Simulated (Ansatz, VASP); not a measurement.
## One calculation of GePt2, two programs

Contents of INCAR:

```
SYSTEM = GePt2
ALGO = Fast
EDIFF = 1E-6
ENCUT = 520
GGA = PS
ISIF = 2
ISMEAR = 0
LASPH = .TRUE.
LCHARG = .FALSE.
LREAL = .FALSE.
LWAVE = .FALSE.
NBANDS = 61
NELM = 100
PREC = Accurate
SIGMA = 0.15
```

File KPOINTS:

```
k-points
0
G
  6 6 12
  0 0 0
```

POSCAR

```
GePt2
1.0
    6.2198672515      0.0000000000      0.0000000000
   -3.1099336258      5.3865630480      0.0000000000
    0.0000000000      0.0000000000      3.5970255322
Ge Pt
3 6
Direct
    0.6666666667      0.3333333333      0.0000000000
    0.3333333333      0.6666666667      0.0000000000
    0.0000000000      0.0000000000      0.5000000000
    0.6229372130      0.0000000000      0.5000000000
    0.3770627870      0.3770627870      0.5000000000
    0.0000000000      0.6229372130      0.5000000000
    0.0000000000      0.2849128412      0.0000000000
    0.7150871588      0.7150871588      0.0000000000
    0.2849128412      0.0000000000      0.0000000000
```

Input for Ansatz:

```yaml
crystal:
  lattice:
    - [6.2198672515, 0.0, 0.0]
    - [-3.1099336258, 5.386563048, 0.0]
    - [0.0, 0.0, 3.5970255322]
  atoms:
    - { symbol: Ge, position: [0.6666666667, 0.3333333333, 0.0] }
    - { symbol: Ge, position: [0.3333333333, 0.6666666667, 0.0] }
    - { symbol: Ge, position: [0.0, 0.0, 0.5] }
    - { symbol: Pt, position: [0.622937213, 0.0, 0.5] }
    - { symbol: Pt, position: [0.377062787, 0.377062787, 0.5] }
    - { symbol: Pt, position: [0.0, 0.622937213, 0.5] }
    - { symbol: Pt, position: [0.0, 0.2849128412, 0.0] }
    - { symbol: Pt, position: [0.7150871588, 0.7150871588, 0.0] }
    - { symbol: Pt, position: [0.2849128412, 0.0, 0.0] }
basis:
  ecutwfc: 420
kpoints:
  mp_grid: { grid: [6, 6, 12] }
hamiltonian:
  xc: pbesol
scf:
  occupations: { method: gaussian, width: 0.15 }
output:
  forces: true
  stress: true
  eigenvalues: true
```

Change from the starting cell: strain -0.080 along x and y, +0.040 along z, atoms carried along.

Alike in both runs: task single point; functional PBEsol; k mesh 6 × 6 × 12; occupations gaussian, width 0.15 eV; no spin polarisation.

|  | VASP | Ansatz |
| --- | --- | --- |
| version | VASP 6.6.1 | Ansatz 0.2.0 |
| potentials or method | VASP PAW PBE potentials, release 64 (Ge_d, Pt), cutoff 520 eV | scalar-relativistic, plane waves, PAW |
| valence electrons in the cell | 102 | 150 |

Ansatz gave:

| Item | Value |
| --- | --- |
| gap on the k mesh at the Fermi level (eV) | none |
| pressure (GPa) | 46.6 |
| traceless stress, the component that is largest in VASP (GPa) | -16.67 |
| rms of the force components (eV/Å) | 0.836 |

What did VASP give for the same quantities?

gap on the k mesh at the Fermi level (eV): none; pressure (GPa): 47.2; traceless stress, the component that is largest in VASP (GPa): -16.97; rms of the force components (eV/Å): 0.851.

VASP's potentials were made for PBE, not for PBEsol. Atom by atom the forces differ by 0.015 eV/Å (rms over components). A gap of «none» marks a metal or a gap that the smearing closes. Both programs put the cell under a high pressure, so it lies far from rest at this level. VASP's potentials hold 102 valence electrons a cell and Ansatz's 150, so a difference there can come from the potentials and not from the codes.

Spin-orbit coupling is off throughout.
